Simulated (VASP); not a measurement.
**Nb: single point with PBEsol**

Nb:

```
Nb
1.0
     0.00000    2.11500    2.07270
     2.11500    0.00000    2.07270
     2.11500    2.11500    0.00000
Nb
1
Cartesian
  0.0000 0.0000 0.0000
```

This cell differs from its parent crystal: strain -0.0200 x Voigt [0, 0, 1, 0, 0, 0].

```json
{"Program": "VASP 6.6.1", "Task": "single point", "Functional": "PBEsol", "Potentials or basis": "VASP PAW PBE potentials, release 64 (Nb_sv)", "Cutoff": "520 eV", "k mesh": "20 × 20 × 20", "Occupations": "gaussian, width 0.15 eV", "Spin": "no spin polarisation"}
```

```json
{
 "Pressure": "-4.1 GPa"
}
```

Stress tensor (GPa, compression positive):
```
-2.22  0.00  0.00
 0.00 -2.22  0.00
 0.00  0.00 -8.00
```

Levels at points of the mesh, in eV from the Fermi level:
| k point | band 2 | band 3 | band 4 | band 5 | band 6 | band 7 | band 8 | band 9 | band 10 | band 11 |
| --- | --- | --- | --- | --- | --- | --- | --- | --- | --- | --- |
| (0.00, 0.00, 0.00) | -30.06 | -30.06 | -30.06 | -6.28 | 0.02 | 0.02 | 0.25 | 2.57 | 2.88 | 11.85 |
| (0.50, 0.00, 0.00) | -31.31 | -30.24 | -30.21 | -3.90 | -0.23 | 0.03 | 1.41 | 4.68 | 4.82 | 10.61 |
| (0.50, 0.50, 0.00) | -31.23 | -30.53 | -30.53 | -4.14 | -3.41 | 3.89 | 4.71 | 5.34 | 5.34 | 11.14 |
| (0.50, 0.00, 0.50) | -31.22 | -30.52 | -30.47 | -4.13 | -3.36 | 3.52 | 4.72 | 5.21 | 5.44 | 11.26 |

Run time: 120 s on 1 thread of Intel(R) Xeon(R) Platinum 8488C (Sapphire Rapids) (shared host), peak memory 0.25 GiB.

Caveat: the cell differs from its parent crystal (strain -0.0200 x Voigt [0, 0, 1, 0, 0, 0]); the PAW data sets were made with another functional, which shifts forces and pressure a little.
